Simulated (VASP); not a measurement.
Wanted: the native input for a VASP 6.6.1 run.

- Task: single point
- Functional: PBEsol
- Potentials or basis: VASP PAW PBE potentials, release 64 (Sc_sv)
- Cutoff: 520 eV
- k mesh: 10 × 10 × 10
- Occupations: fermi-dirac, width 0.05 eV
- Spin: no spin polarisation
- Dipole correction: no
- Further INCAR settings: ALGO = Fast; EDIFF = 1e-06; NBANDS = 12

The structure of Sc lies in POSCAR:

```
Sc
1.0
    0.0000000000      2.0358084838      2.0358084838
    2.0358084838      0.0000000000      2.0358084838
    2.0358084838      2.0358084838      0.0000000000
Sc
1
Direct
    0.0000000000      0.0000000000      0.0000000000
```

The input as run:

INCAR

```
SYSTEM = Sc
PREC = Accurate
ENCUT = 520
EDIFF = 1E-6
ISMEAR = -1
SIGMA = 0.05
LREAL = .False.
LASPH = .True.
NELM = 100
ALGO = Fast
ISIF = 2
LWAVE = .False.
LCHARG = .False.
GGA = PS
NBANDS = 12
```

KPOINTS

```
regular mesh
0
Gamma
  10 10 10
  0 0 0
```

Potentials or basis: VASP PAW PBE potentials, release 64 (Sc_sv).

Run with:

```sh
$ cat potpaw_PBE.64/Sc_sv/POTCAR > POTCAR
$ mpirun -np 1 vasp_std > vasp.out
```

It gave:

```json
{"Pressure": "30.2 GPa"}
```

Caveat: the PAW data sets were made with another functional, which shifts forces and pressure a little.

It took 10 s on 1 thread of AMD EPYC 7R13 Processor (Zen 3), on a shared host, peak memory 0.11 GiB.
